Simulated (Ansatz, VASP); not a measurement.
## C: VASP beside Ansatz

```
C
1.0
     0.00000    1.80683    1.80683
     1.80683    0.00000    1.80683
     1.80683    1.80683    0.00000
C
2
Cartesian
  0.0000 0.0000 0.0000
  0.9034 0.9034 0.9034
```

Change from the starting cell: hydrostatic strain +1.5%.

Alike in both runs: task single point; functional PBE; k mesh 12 × 12 × 12; occupations fermi-dirac, width 0.02 eV; no spin polarisation.

```csv
,VASP,Ansatz
version,VASP 6.6.1,Ansatz 0.2.0
potentials or method,"VASP PAW PBE potentials, release 64 (C)","plane waves, PAW"
plane-wave cutoff (eV),520,420
valence electrons in the cell,8,8
```

Ansatz gave:

- gap on the k mesh at the Fermi level (eV): 4.08
- pressure (GPa): -14.2

Question: What did VASP give for the same quantities?

Answer: gap on the k mesh at the Fermi level (eV): 4.06; pressure (GPa): -13.7.
